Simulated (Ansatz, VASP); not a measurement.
# Bi in VASP and in Ansatz

File INCAR:

```
PREC = Accurate
ENCUT = 600
EDIFF = 1E-6
ISMEAR = 0
SIGMA = 0.1
LREAL = False
LASPH = True
NELM = 100
ALGO = Fast
ISIF = 3
LWAVE = False
LCHARG = False
GGA = PS
IBRION = 2
NSW = 100
EDIFFG = -0.01
```

File KPOINTS:

```
Automatic mesh
0
Gamma
  18 18 10
```

POSCAR

```
Bi
1.0
    3.4465950286      0.0000000000      0.0000000000
   -1.7232975143      2.9848388513      0.0000000000
    0.0000000000      0.0000000000      5.7947952774
Bi
2
Direct
    0.3333333333      0.6666666667      0.2500000000
    0.6666666667      0.3333333333      0.7500000000
```

Input for Ansatz:

```yaml
crystal:
  lattice:
    - [3.4465950286, 0.0, 0.0]
    - [-1.7232975143, 2.9848388513, 0.0]
    - [0.0, 0.0, 5.7947952774]
  atoms:
    - { symbol: Bi, position: [0.3333333333, 0.6666666667, 0.25] }
    - { symbol: Bi, position: [0.6666666667, 0.3333333333, 0.75] }
basis:
  ecutwfc: 420
kpoints:
  mp_grid: { grid: [18, 18, 10] }
hamiltonian:
  xc: pbesol
scf:
  occupations: { method: gaussian, width: 0.1 }
output:
  forces: true
  stress: true
  eigenvalues: true
relax:
  adjacent_minimum: "off"
  f_tol: 0.01
  max_steps: 80
  cell: { stress_tol: 0.05 }
```

Alike in both runs: task relaxation of cell and atoms; functional PBEsol; k mesh 18 × 18 × 10; occupations gaussian, width 0.1 eV; no spin polarisation.

|  | VASP | Ansatz |
| --- | --- | --- |
| version | VASP 6.6.1 | Ansatz 0.2.0 |
| potentials or method | VASP PAW PBE potentials, release 64 (Bi_d), cutoff 600 eV | scalar-relativistic, plane waves, PAW |
| valence electrons in the cell | 30 | 30 |

Ansatz gave:

```
gap on the k mesh at the Fermi level, each at its own relaxed structure (eV) : none
relaxed volume (Å³/atom)                                                     : 30.08
relaxed cell length with the largest relative difference (Å)                 : 3.479
```

Problem. Which values does VASP return?

Solution. gap on the k mesh at the Fermi level, each at its own relaxed structure (eV): none; relaxed volume (Å³/atom): 30.02; relaxed cell length with the largest relative difference (Å): 3.476.

VASP's potentials were made for PBE, not for PBEsol. A gap of «none» marks a metal or a gap that the smearing closes.

Neither program's run includes spin-orbit coupling.
